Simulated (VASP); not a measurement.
# GaP (k06) (F-43m) in VASP: single point with PBEsol

Aim: the single point of GaP (k06) with PBEsol.

Everything below comes from runs of VASP 6.6.1. Logs are shortened: lines on timing, memory, paths and dates and some standing lists are left out, and cuts for length are marked.

## Step 1: The cell of the first run

It takes space group F-43m (No. 216, cubic). Conventional cell: a = 5.439 Å, b = 5.439 Å, c = 5.439 Å, α = 90.00°, β = 90.00°, γ = 90.00°. Ga (site symmetry -43m) has 4 P at 2.36 Å within 3.1 Å. Within 3.1 Å of P (site symmetry -43m) lie 4 Ga at 2.36 Å.

## Step 2: Single point, PBEsol

Input file INCAR:

```
PREC = Accurate
ENCUT = 520
EDIFF = 1E-7
ISMEAR = 0
SIGMA = 0.02
LREAL = False
LASPH = True
NELM = 60
ALGO = Normal
ISIF = 2
LWAVE = False
LCHARG = False
GGA = PS
NBANDS = 16
```

Input file KPOINTS:

```
regular mesh
0
Gamma
  14 14 14
```

Input file POSCAR:

```
GaP
1.0
    0.0000000000      2.7194361116      2.7194361116
    2.7194361116      0.0000000000      2.7194361116
    2.7194361116      2.7194361116      0.0000000000
Ga P
1 1
Direct
    0.0000000000      0.0000000000      0.0000000000
    0.7500000000      0.7500000000      0.7500000000
```

Potentials or basis: VASP PAW PBE potentials, release 64 (Ga_d, P).

Command:

```bash
$ cat potpaw_PBE.64/Ga_d/POTCAR potpaw_PBE.64/P/POTCAR > POTCAR
$ mpirun -np 1 vasp_std > vasp.out
```

OUTCAR:

```text
PREC = Accurate
   ENCUT = 520
   EDIFF = 1E-7
   ISMEAR = 0
   LREAL = False
   LASPH = True
   NELM = 60
   ISIF = 2
   GGA = PS

 ion  position               nearest neighbor table
   1  0.000  0.000  0.000-   2 2.36   2 2.36   2 2.36   2 2.36
   2  0.750  0.750  0.750-   1 2.36   1 2.36   1 2.36   1 2.36

  LATTYP: Found a face centered cubic cell.
 ALAT       =     5.4388722232

  Lattice vectors:

 A1 = (   0.0000000000,   2.7194361116,   2.7194361116)
 A2 = (   2.7194361116,   0.0000000000,   2.7194361116)
 A3 = (   2.7194361116,   2.7194361116,   0.0000000000)

Analysis of symmetry for initial positions (statically):
=====================================================================
 Subroutine PRICEL returns:
 Original cell was already a primitive cell.

 Routine SETGRP: Setting up the symmetry group for a
 face centered cubic supercell.

 Subroutine GETGRP returns: Found 24 space group operations
 (whereof 24 operations were pure point group operations)
 out of a pool of 48 trial point group operations.

The static configuration has the point symmetry T_d .

Analysis of symmetry for dynamics (positions and initial velocities):
=====================================================================
 Subroutine PRICEL returns:
 Original cell was already a primitive cell.

 Routine SETGRP: Setting up the symmetry group for a
 face centered cubic supercell.

 Subroutine GETGRP returns: Found 24 space group operations
 (whereof 24 operations were pure point group operations)
 out of a pool of 48 trial point group operations.

The dynamic configuration has the point symmetry T_d .

 Subroutine INISYM returns: Found 24 space group operations
 (whereof 24 operations are pure point group operations),
 and found     1 'primitive' translations

----------------------------------------------------------------------------------------

                                     Primitive cell

  volume of cell :      40.2223

  direct lattice vectors                    reciprocal lattice vectors
     0.000000000  2.719436112  2.719436112    -0.183861646  0.183861646  0.183861646
     2.719436112  0.000000000  2.719436112     0.183861646 -0.183861646  0.183861646
     2.719436112  2.719436112  0.000000000     0.183861646  0.183861646 -0.183861646

  length of vectors
     3.845863431  3.845863431  3.845863431     0.318457713  0.318457713  0.318457713

  position of ions in fractional coordinates (direct lattice)
     0.000000000  0.000000000  0.000000000
     0.750000000  0.750000000  0.750000000

  ion indices of the primitive-cell ions
   primitive index   ion index
                 1           1
                 2           2

----------------------------------------------------------------------------------------

 KPOINTS: regular mesh

Automatic generation of k-mesh.
 Grid dimensions read from file:
 generate k-points for:   14   14   14

 Generating k-lattice:

  Cartesian coordinates                     Fractional coordinates (reciprocal lattice)
    -0.013132975  0.013132975  0.013132975     0.071428571  0.000000000  0.000000000
     0.013132975 -0.013132975  0.013132975     0.000000000  0.071428571  0.000000000
     0.013132975  0.013132975 -0.013132975     0.000000000  0.000000000  0.071428571

  Length of vectors
     0.022746979  0.022746979  0.022746979

  Shift w.r.t. Gamma in fractional coordinates (k-lattice)
     0.000000000  0.000000000  0.000000000

 Subroutine IBZKPT returns following result:
 ===========================================

 Found    104 irreducible k-points:

 Following reciprocal coordinates:
            Coordinates               Weight
  0.000000  0.000000  0.000000      1.000000
  0.071429  0.000000  0.000000      8.000000
  0.142857  0.000000  0.000000      8.000000
  0.214286  0.000000  0.000000      8.000000
  0.285714  0.000000  0.000000      8.000000
  0.357143  0.000000  0.000000      8.000000
[... 16 lines left out ...]
  0.214286  0.142857  0.000000     24.000000
  0.285714  0.142857  0.000000     24.000000
 [... further k-points ...]
   k-points           NKPTS =    104   k-points in BZ     NKDIM =    104   number of bands    NBANDS=     16
   number of dos      NEDOS =    301   number of ions     NIONS =      2
   total plane-waves  NPLWV =  27000
   dimension x,y,z NGX =    30 NGY =   30 NGZ =   30
   dimension x,y,z NGXF=    60 NGYF=   60 NGZF=   60
   ions per type =               1   1
   NGX,Y,Z   is equivalent  to a cutoff of  12.97, 12.97, 12.97 a.u.
   NGXF,Y,Z  is equivalent  to a cutoff of  25.94, 25.94, 25.94 a.u.
 SYSTEM =  unknown system
   PREC   = accura    normal or accurate (medium, high low for compatibility)
   ISTART =      0    job   : 0-new  1-cont  2-samecut
   ICHARG =      2    charge: 1-file 2-atom 10-const
   ISPIN  =      1    spin polarized calculation?
   LNONCOLLINEAR =      F non collinear calculations
   LSORBIT =      F    spin-orbit coupling
   LASPH  =      T    aspherical Exc in radial PAW
   ENCUT  =  520.0 eV  38.22 Ry    6.18 a.u.   7.15  7.15  7.15*2*pi/ulx,y,z
   NELM   =     60;   NELMIN=  2; NELMDL= -5     # of ELM steps
   EDIFF  = 0.1E-06   stopping-criterion for ELM
   LREAL  =      F    real-space projection
   EDIFFG = 0.1E-05   stopping-criterion for IOM
   NSW    =      0    number of steps for IOM
   IBRION =     -1    ionic relax: 0-MD 1-quasi-New 2-CG
   NFREE  =      0    steps in history (QN), initial steepest desc. (CG)
   ISIF   =      2    stress and relaxation
   ISYM   =      2    0-nonsym 1-usesym 2-fastsym
   POTIM  = 0.5000    time-step for ionic-motion
   TEBEG  =    0.0;   TEEND  =   0.0 temperature during run
   PSTRESS=    0.0 pullay stress
   NELECT =      18.0000    total number of electrons
   NUPDOWN=      -1.0000    fix difference up-down
   EMIN   =  10.00;   EMAX   =-10.00  energy-range for DOS
   EFERMI =   0.00;   METHOD = LEGACY
   ISMEAR =     0;   SIGMA  =   0.02  broadening in eV -4-tet -1-fermi 0-gaus
   EFERMI_NEDOS =   21; number of points for ismear=-14 and -15
   IALGO  =     38    algorithm
   IMIX   =      4    mixing-type and parameters
     AMIX     =   0.40;   BMIX     =  1.00
     AMIX_MAG =   1.60;   BMIX_MAG =  1.00
  volume/ion in A,a.u.               =      20.11       135.72
  Fermi-wavevector in a.u.,A,eV,Ry     =   1.252209  2.366332 21.334306  1.568027
  Thomas-Fermi vector in A             =   2.386120
   LORBIT       =      0    0 simple, 1 ext, 2 COOP (PROOUT), +10 PAW based schemes
   GGA     = PS    functional components
   LHFCALC =     F    Hartree Fock is set to
   AEXX    =    0.0000 exact exchange contribution
   IVDW    =     0    specifies the selected vdW correction
   LEPSILON=     F    determine dielectric tensor
   LRPA    =     F    only Hartree local field effects (RPA)
 non-spin polarized calculation
 Gauss-broadening in eV      SIGMA  =   0.02
  energy-cutoff  :      520.00
  volume of cell :       40.22
 maximum number of plane-waves:      1106
 NGX is ok and might be reduce to    30
   NGX = 15   NGY = 15   NGZ = 15

 number of electron      17.9999988 magnetization

 Free energy of the ion-electron system (eV)
  ---------------------------------------------------
  ext. energy  EPLUGINS =         0.00000000
  ---------------------------------------------------
  free energy    TOTEN  =        -9.92378412 eV

  energy without entropy =       -9.92378412  energy(sigma->0) =       -9.92378412

 E-fermi :   4.7824     XC(G=0): -10.0507

 val. band max:        4.6326514403   @ k =   0.0000   0.0000   0.0000
 cond. band min:       6.0885176220   @ k =   0.4286   0.4286   0.0000
 fundamental gap:      1.4558661817
 Fermi energy:         4.7823845068

 k-point     1 :       0.0000    0.0000    0.0000
  band No.  band energies     occupation
      1      -9.9174      2.00000
      2      -9.9174      2.00000
      3      -9.9174      2.00000
      4      -9.8147      2.00000
      5      -9.8147      2.00000
      6      -7.9397      2.00000
[... 8 lines left out ...]
     15      14.4143      0.00000
     16      14.4143      0.00000

 k-point     2 :       0.0714    0.0000    0.0000
  band No.  band energies     occupation
      1      -9.9224      2.00000
      2      -9.9158      2.00000
      3      -9.9158      2.00000
      4      -9.8147      2.00000
      5      -9.8147      2.00000
      6      -7.8720      2.00000
[... 8 lines left out ...]
     15      14.1132      0.00000
     16      14.1132      0.00000

 k-point     3 :       0.1429    0.0000    0.0000
  band No.  band energies     occupation
      1      -9.9357      2.00000
      2      -9.9112      2.00000
      3      -9.9112      2.00000
      4      -9.8147      2.00000
      5      -9.8147      2.00000
      6      -7.6723      2.00000
[... 8 lines left out ...]
     15      13.6528      0.00000
     16      14.3345      0.00000

 k-point     4 :       0.2143    0.0000    0.0000
  band No.  band energies     occupation
      1      -9.9537      2.00000
      2      -9.9053      2.00000
      3      -9.9053      2.00000
      4      -9.8141      2.00000
      5      -9.8141      2.00000
      6      -7.3513      2.00000
[... 8 lines left out ...]
     15      13.4743      0.00000
     16      14.5138      0.00000
[... 324 lines left out ...]
 k-point    22 :       0.1429    0.1429    0.0000
  band No.  band energies     occupation
      1      -9.9470      2.00000
      2      -9.9053      2.00000
      3      -9.9053      2.00000
      4      -9.8204      2.00000
      5      -9.8104      2.00000
      6      -7.5837      2.00000
[... 8 lines left out ...]
     15      14.7355      0.00000
     16      14.8612      0.00000

 k-point    23 :       0.2143    0.1429    0.0000
  band No.  band energies     occupation
      1      -9.9607      2.00000
      2      -9.8998      2.00000
      3      -9.8989      2.00000
      4      -9.8229      2.00000
      5      -9.8085      2.00000
      6      -7.3470      2.00000
[... 8 lines left out ...]
     15      14.7582      0.00000
     16      15.6226      0.00000

 k-point    24 :       0.2857    0.1429    0.0000
  band No.  band energies     occupation
      1      -9.9752      2.00000
      2      -9.8951      2.00000
      3      -9.8924      2.00000
      4      -9.8241      2.00000
      5      -9.8066      2.00000
      6      -6.9965      2.00000
[... 8 lines left out ...]
     15      14.8896      0.00000
     16      15.8590      0.00000

 [... further k-points ...]
[... 5 lines left out ...]
  --------------------------------------------------------------------------------------
  -------------------------------------------------------------------------------------
  Total       -0.0180655     -0.0180655     -0.0180655      0.0000000      0.0000000      0.0000000
  in kB       -0.7196063     -0.7196063     -0.7196063      0.0000000      0.0000000      0.0000000
  external PRESSURE =      -0.7196063 kB  Pullay stress =       0.0000000 kB

 VOLUME and BASIS-vectors are now :
 -----------------------------------------------------------------------------
  energy-cutoff  :      520.00
  volume of cell :       40.22
      direct lattice vectors                 reciprocal lattice vectors
     0.000000000  2.719436112  2.719436112    -0.183861646  0.183861646  0.183861646
     2.719436112  0.000000000  2.719436112     0.183861646 -0.183861646  0.183861646
     2.719436112  2.719436112  0.000000000     0.183861646  0.183861646 -0.183861646

 POSITION                                       TOTAL-FORCE (eV/Angst)
 -----------------------------------------------------------------------------------
      0.00000      0.00000      0.00000         0.000000      0.000000      0.000000
      4.07915      4.07915      4.07915        -0.000000     -0.000000     -0.000000
 -----------------------------------------------------------------------------------
    total drift:                               -0.000000     -0.000000     -0.000000

  FREE ENERGIE OF THE ION-ELECTRON SYSTEM (eV)
  ---------------------------------------------------
  free  energy   TOTEN  =        -9.9237841175 eV

  energy  without entropy=       -9.9237841175  energy(sigma->0) =       -9.92378412
```

Wall time 35 s (1 thread of Intel Xeon 6975P-C (Granite Rapids), shared host); peak memory 0.21 GiB.

Results:

```yaml
Free_energy: -9.9238 eV
Pressure: -0.1 GPa
Band_gap_on_the_k_mesh: 1.46 eV, indirect (least direct gap 1.80 eV)
```

Levels at points of the mesh, in eV from the valence-band top:
```csv
k point,band 7,band 8,band 9,band 10,band 11,band 12
"(0.00, 0.00, 0.00)",0.00,0.00,0.00,1.80,3.83,3.83
"(0.50, 0.00, 0.00)",-6.73,-1.14,-1.14,1.61,4.65,4.65
"(0.50, 0.50, 0.00)",-6.84,-2.74,-2.74,1.50,1.71,10.60
```

Caveat: the PAW data sets were made with another functional, which shifts forces and pressure a little. A k mesh can miss the band edges.
